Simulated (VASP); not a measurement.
# InP (F-43m) in VASP: settings compared

Aim: see how the results for InP move with the level of theory and the settings. Levels: PBE, BLYP. Tasks: single point.

All numbers are computed with VASP 6.6.1; they aren't measurements. Logs are shortened: lines on timing, memory, paths and dates and some standing lists are left out, and cuts for length are marked.

### Step 1. The cell of the first run

Symmetry: F-43m, No. 216, cubic system. Conventional cell: a = 5.861 Å, b = 5.861 Å, c = 5.861 Å, α = 90.00°, β = 90.00°, γ = 90.00°. In (site symmetry -43m) has 4 P at 2.54 Å within 3.3 Å. Within 3.3 Å of P (site symmetry -43m) lie 4 In at 2.54 Å.

### Step 2. Single point, PBE

The input, INCAR:

```
SYSTEM = InP
PREC     = Accurate       ! precision mode
ENCUT    = 500            ! plane-wave cutoff, eV
EDIFF    = 1E-6           ! SCF threshold, eV
ISMEAR   = -1             ! smearing method
SIGMA    = 0.06           ! smearing width, eV
LREAL    = .FALSE.        ! projectors in reciprocal space
LASPH    = .TRUE.         ! aspherical terms in the spheres
NELM     = 120            ! most SCF steps
ALGO     = Normal         ! electronic algorithm
ISIF     = 2              ! what is computed and relaxed
LWAVE    = .FALSE.        ! write WAVECAR
LCHARG   = .FALSE.        ! write CHGCAR
GGA      = PE             ! functional
NBANDS   = 16             ! bands
GGA_COMPAT= .FALSE.
```

The input, KPOINTS:

```
Automatic mesh
0
G
  6 6 6
  0 0 0
```

The input, POSCAR:

```
InP
1.0
    0.0000000000      2.9305000000      2.9305000000
    2.9305000000      0.0000000000      2.9305000000
    2.9305000000      2.9305000000      0.0000000000
In P
1 1
Direct
    0.0000000000      0.0000000000      0.0000000000
    0.7500000000      0.7500000000      0.7500000000
```

Potentials or basis: VASP PAW PBE potentials, release 64 (In_d, P).

Launch:

```bash
$ cat potpaw_PBE.64/In_d/POTCAR potpaw_PBE.64/P/POTCAR > POTCAR
$ mpirun -np 1 vasp_std > vasp.out
```

OUTCAR:

```text
SYSTEM = InP
   PREC = Accurate
   ENCUT = 500
   EDIFF = 1E-6
   ISMEAR = -1
   LREAL = .FALSE.
   LASPH = .TRUE.
   NELM = 120
   ISIF = 2
   GGA = PE

 ion  position               nearest neighbor table
   1  0.000  0.000  0.000-   2 2.54   2 2.54   2 2.54   2 2.54
   2  0.750  0.750  0.750-   1 2.54   1 2.54   1 2.54   1 2.54

  LATTYP: Found a face centered cubic cell.
 ALAT       =     5.8610000000

  Lattice vectors:

 A1 = (   0.0000000000,   2.9305000000,   2.9305000000)
 A2 = (   2.9305000000,   0.0000000000,   2.9305000000)
 A3 = (   2.9305000000,   2.9305000000,   0.0000000000)

Analysis of symmetry for initial positions (statically):
=====================================================================
 Subroutine PRICEL returns:
 Original cell was already a primitive cell.

 Routine SETGRP: Setting up the symmetry group for a
 face centered cubic supercell.

 Subroutine GETGRP returns: Found 24 space group operations
 (whereof 24 operations were pure point group operations)
 out of a pool of 48 trial point group operations.

The static configuration has the point symmetry T_d .

Analysis of symmetry for dynamics (positions and initial velocities):
=====================================================================
 Subroutine PRICEL returns:
 Original cell was already a primitive cell.

 Routine SETGRP: Setting up the symmetry group for a
 face centered cubic supercell.

 Subroutine GETGRP returns: Found 24 space group operations
 (whereof 24 operations were pure point group operations)
 out of a pool of 48 trial point group operations.

The dynamic configuration has the point symmetry T_d .

 Subroutine INISYM returns: Found 24 space group operations
 (whereof 24 operations are pure point group operations),
 and found     1 'primitive' translations

----------------------------------------------------------------------------------------

                                     Primitive cell

  volume of cell :      50.3333

  direct lattice vectors                    reciprocal lattice vectors
     0.000000000  2.930500000  2.930500000    -0.170619348  0.170619348  0.170619348
     2.930500000  0.000000000  2.930500000     0.170619348 -0.170619348  0.170619348
     2.930500000  2.930500000  0.000000000     0.170619348  0.170619348 -0.170619348

  length of vectors
     4.144352845  4.144352845  4.144352845     0.295521380  0.295521380  0.295521380

  position of ions in fractional coordinates (direct lattice)
     0.000000000  0.000000000  0.000000000
     0.750000000  0.750000000  0.750000000

  ion indices of the primitive-cell ions
   primitive index   ion index
                 1           1
                 2           2

----------------------------------------------------------------------------------------

 KPOINTS: Automatic mesh

Automatic generation of k-mesh.
 Grid dimensions read from file:
 generate k-points for:    6    6    6

 Generating k-lattice:

  Cartesian coordinates                     Fractional coordinates (reciprocal lattice)
    -0.028436558  0.028436558  0.028436558     0.166666667  0.000000000  0.000000000
     0.028436558 -0.028436558  0.028436558     0.000000000  0.166666667  0.000000000
     0.028436558  0.028436558 -0.028436558     0.000000000  0.000000000  0.166666667

  Length of vectors
     0.049253563  0.049253563  0.049253563

  Shift w.r.t. Gamma in fractional coordinates (k-lattice)
     0.000000000  0.000000000  0.000000000

 Subroutine IBZKPT returns following result:
 ===========================================

 Found     16 irreducible k-points:

 Following reciprocal coordinates:
            Coordinates               Weight
  0.000000  0.000000  0.000000      1.000000
  0.166667  0.000000  0.000000      8.000000
  0.333333  0.000000  0.000000      8.000000
  0.500000  0.000000  0.000000      4.000000
  0.166667  0.166667  0.000000      6.000000
  0.333333  0.166667  0.000000     24.000000
[... 8 lines left out ...]
 -0.333333  0.333333  0.166667     24.000000
 -0.333333  0.500000  0.166667     12.000000
   k-points           NKPTS =     16   k-points in BZ     NKDIM =     16   number of bands    NBANDS=     16
   number of dos      NEDOS =    301   number of ions     NIONS =      2
   total plane-waves  NPLWV =  27000
   dimension x,y,z NGX =    30 NGY =   30 NGZ =   30
   dimension x,y,z NGXF=    60 NGYF=   60 NGZF=   60
   ions per type =               1   1
   NGX,Y,Z   is equivalent  to a cutoff of  12.03, 12.03, 12.03 a.u.
   NGXF,Y,Z  is equivalent  to a cutoff of  24.07, 24.07, 24.07 a.u.
 SYSTEM =  InP
   PREC   = accura    normal or accurate (medium, high low for compatibility)
   ISTART =      0    job   : 0-new  1-cont  2-samecut
   ICHARG =      2    charge: 1-file 2-atom 10-const
   ISPIN  =      1    spin polarized calculation?
   LNONCOLLINEAR =      F non collinear calculations
   LSORBIT =      F    spin-orbit coupling
   LASPH  =      T    aspherical Exc in radial PAW
   ENCUT  =  500.0 eV  36.75 Ry    6.06 a.u.   7.56  7.56  7.56*2*pi/ulx,y,z
   NELM   =    120;   NELMIN=  2; NELMDL= -5     # of ELM steps
   EDIFF  = 0.1E-05   stopping-criterion for ELM
   LREAL  =      F    real-space projection
   EDIFFG = 0.1E-04   stopping-criterion for IOM
   NSW    =      0    number of steps for IOM
   IBRION =     -1    ionic relax: 0-MD 1-quasi-New 2-CG
   NFREE  =      0    steps in history (QN), initial steepest desc. (CG)
   ISIF   =      2    stress and relaxation
   ISYM   =      2    0-nonsym 1-usesym 2-fastsym
   POTIM  = 0.5000    time-step for ionic-motion
   TEBEG  =    0.0;   TEEND  =   0.0 temperature during run
   PSTRESS=    0.0 pullay stress
   NELECT =      18.0000    total number of electrons
   NUPDOWN=      -1.0000    fix difference up-down
   EMIN   =  10.00;   EMAX   =-10.00  energy-range for DOS
   EFERMI =   0.00;   METHOD = LEGACY
   ISMEAR =    -1;   SIGMA  =   0.06  broadening in eV -4-tet -1-fermi 0-gaus
   EFERMI_NEDOS =   21; number of points for ismear=-14 and -15
   IALGO  =     38    algorithm
   IMIX   =      4    mixing-type and parameters
     AMIX     =   0.40;   BMIX     =  1.00
     AMIX_MAG =   1.60;   BMIX_MAG =  1.00
  volume/ion in A,a.u.               =      25.17       169.83
  Fermi-wavevector in a.u.,A,eV,Ry     =   1.162021  2.195901 18.371846  1.350293
  Thomas-Fermi vector in A             =   2.298587
   LORBIT       =      0    0 simple, 1 ext, 2 COOP (PROOUT), +10 PAW based schemes
   GGA     = PE    functional components
   LHFCALC =     F    Hartree Fock is set to
   AEXX    =    0.0000 exact exchange contribution
   IVDW    =     0    specifies the selected vdW correction
   LEPSILON=     F    determine dielectric tensor
   LRPA    =     F    only Hartree local field effects (RPA)
 non-spin polarized calculation
  energy-cutoff  :      500.00
  volume of cell :       50.33
 maximum number of plane-waves:      1303
   NGX = 15   NGY = 15   NGZ = 15

 number of electron      18.0000009 magnetization

 Free energy of the ion-electron system (eV)
  ---------------------------------------------------
  ext. energy  EPLUGINS =         0.00000000
  ---------------------------------------------------
  free energy    TOTEN  =        -8.37014278 eV

  energy without entropy =       -8.37010592  energy(sigma->0) =       -8.37012435

 E-fermi :   5.5841     XC(G=0):  -9.2805

 val. band max:        5.1949496001   @ k =   0.0000   0.0000   0.0000
 cond. band min:       5.9050142810   @ k =   0.0000   0.0000   0.0000
 fundamental gap:      0.7100646809
 Fermi energy:         5.5840948727

 k-point     1 :       0.0000    0.0000    0.0000
  band No.  band energies     occupation
      1      -8.9979      2.00000
      2      -8.9979      2.00000
      3      -8.9979      2.00000
      4      -8.8462      2.00000
      5      -8.8462      2.00000
      6      -6.3230      2.00000
[... 8 lines left out ...]
     15      14.6412      0.00000
     16      14.6412      0.00000

 k-point     2 :       0.1667    0.0000    0.0000
  band No.  band energies     occupation
      1      -9.0299      2.00000
      2      -8.9855      2.00000
      3      -8.9855      2.00000
      4      -8.8458      2.00000
      5      -8.8458      2.00000
      6      -6.0098      2.00000
[... 8 lines left out ...]
     15      13.8121      0.00000
     16      14.6800      0.00000

 k-point     3 :       0.3333    0.0000    0.0000
  band No.  band energies     occupation
      1      -9.0890      2.00000
      2      -8.9658      2.00000
      3      -8.9658      2.00000
      4      -8.8393      2.00000
      5      -8.8393      2.00000
      6      -5.2011      2.00000
[... 8 lines left out ...]
     15      14.2928      0.00000
     16      14.2928      0.00000

 k-point     4 :       0.5000    0.0000    0.0000
  band No.  band energies     occupation
      1      -9.1168      2.00000
      2      -8.9591      2.00000
      3      -8.9591      2.00000
      4      -8.8326      2.00000
      5      -8.8326      2.00000
      6      -4.5980      2.00000
[... 8 lines left out ...]
     15      15.8359      0.00000
     16      15.8359      0.00000
[... 172 lines left out ...]
 k-point    14 :       0.5000    0.3333    0.1667
  band No.  band energies     occupation
      1      -9.1300      2.00000
      2      -8.9436      2.00000
      3      -8.9251      2.00000
      4      -8.8657      2.00000
      5      -8.8279      2.00000
      6      -4.5712      2.00000
[... 8 lines left out ...]
     15      16.3099      0.00000
     16      16.9327      0.00000

 k-point    15 :      -0.3333    0.3333    0.1667
  band No.  band energies     occupation
      1      -9.1397      2.00000
      2      -8.9440      2.00000
      3      -8.9143      2.00000
      4      -8.8601      2.00000
      5      -8.8327      2.00000
      6      -4.0895      2.00000
[... 8 lines left out ...]
     15      16.2977      0.00000
     16      16.7648      0.00000

 k-point    16 :      -0.3333    0.5000    0.1667
  band No.  band energies     occupation
      1      -9.1591      2.00000
      2      -8.9257      2.00000
      3      -8.9015      2.00000
      4      -8.8745      2.00000
      5      -8.8243      2.00000
      6      -3.8847      2.00000
[... 8 lines left out ...]
     15      16.4505      0.00000
     16      17.1585      0.00000

------------------------ aborting loop because EDIFF is reached ----------------------------------------

  FORCE on cell =-STRESS in cart. coord.  units (eV):
  Direction    XX          YY          ZZ          XY          YZ          ZX
  --------------------------------------------------------------------------------------
  -------------------------------------------------------------------------------------
  Total        1.0300539      1.0300539      1.0300539     -0.0000000      0.0000000      0.0000000
  in kB       32.7880315     32.7880315     32.7880315     -0.0000000      0.0000000      0.0000000
  external PRESSURE =      32.7880315 kB  Pullay stress =       0.0000000 kB

 VOLUME and BASIS-vectors are now :
 -----------------------------------------------------------------------------
  energy-cutoff  :      500.00
  volume of cell :       50.33
      direct lattice vectors                 reciprocal lattice vectors
     0.000000000  2.930500000  2.930500000    -0.170619348  0.170619348  0.170619348
     2.930500000  0.000000000  2.930500000     0.170619348 -0.170619348  0.170619348
     2.930500000  2.930500000  0.000000000     0.170619348  0.170619348 -0.170619348

 POSITION                                       TOTAL-FORCE (eV/Angst)
 -----------------------------------------------------------------------------------
      0.00000      0.00000      0.00000         0.000000      0.000000      0.000000
      4.39575      4.39575      4.39575        -0.000000     -0.000000     -0.000000
 -----------------------------------------------------------------------------------
    total drift:                               -0.000000     -0.000000     -0.000000

  FREE ENERGIE OF THE ION-ELECTRON SYSTEM (eV)
  ---------------------------------------------------
  free  energy   TOTEN  =        -8.3701427774 eV

  energy  without entropy=       -8.3701059217  energy(sigma->0) =       -8.37012435
```

Wall time 10 s (1 thread of Intel Xeon Platinum 8488C (Sapphire Rapids), shared host); peak memory 0.16 GiB.

What came out:

```yaml
Free_energy: -8.3701 eV
Pressure: 3.3 GPa
Band_gap_on_the_k_mesh: 0.71 eV, direct
```

Levels at points of the mesh, in eV from the valence-band top:
| k point | band 5 | band 6 | band 7 | band 8 | band 9 | band 10 | band 11 | band 12 | band 13 | band 14 |
| --- | --- | --- | --- | --- | --- | --- | --- | --- | --- | --- |
| (0.00, 0.00, 0.00) | -14.04 | -11.52 | 0.00 | 0.00 | 0.00 | 0.71 | 4.09 | 4.09 | 4.09 | 8.58 |
| (0.50, 0.00, 0.00) | -14.03 | -9.79 | -5.73 | -0.97 | -0.97 | 1.50 | 4.81 | 4.81 | 7.10 | 9.48 |
| (0.50, 0.50, 0.00) | -14.01 | -9.14 | -5.75 | -2.32 | -2.32 | 1.76 | 2.27 | 9.21 | 9.59 | 9.59 |

Caveat: spin-orbit coupling is left out, which moves the levels of the heavy elements.

[end of part 1 of 2]
